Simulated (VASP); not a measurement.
Input of a VASP 6.6.1 run:

The input INCAR:

```
  ALGO = Fast
  DIPOL = 0.5 0.5 0.500
  EDIFF = 1E-6
  EFIELD = 0.3
  ENCUT = 520
  GGA = PS
  IDIPOL = 3
  ISIF = 2
  ISMEAR = 0
  LASPH = T
  LCHARG = F
  LDIPOL = T
  LREAL = F
  LWAVE = F
  NBANDS = 81
  NELM = 60
  PREC = Accurate
  SIGMA = 0.1
```

Contents of KPOINTS:

```
k-points
0
Gamma
  9 9 1
```

Contents of POSCAR:

```
Ge
1.0
    3.9969678635      0.0000000000      0.0000000000
   -1.9984839317      3.4614757079      0.0000000000
    0.0000000000      0.0000000000     29.0227094328
Ge
10
Direct
    0.6666666667      0.3333333333      0.2584183264
    0.3333333333      0.6666666667      0.2870159030
    0.3333333333      0.6666666667      0.3720597691
    0.6666666667      0.3333333333      0.4006573456
    0.6666666667      0.3333333333      0.4857012117
    0.3333333333      0.6666666667      0.5142987883
    0.3333333333      0.6666666667      0.5993426544
    0.6666666667      0.3333333333      0.6279402309
    0.6666666667      0.3333333333      0.7129840970
    0.3333333333      0.6666666667      0.7415816736
```

Potentials or basis: VASP PAW PBE potentials, release 64 (Ge_d).

Run with:

```bash
$ cat potpaw_PBE.64/Ge_d/POTCAR > POTCAR
$ mpirun -np 1 vasp_std > vasp.out
```

(1) Estimate the largest force.

(2) Predict the band gap on the k mesh.

Answers

(1) 0.248 eV/Å.

(2) zero (bands 70 and 71 overlap by 0.58 eV).

Caveat: the PAW data sets were made with another functional, which shifts forces and pressure a little.
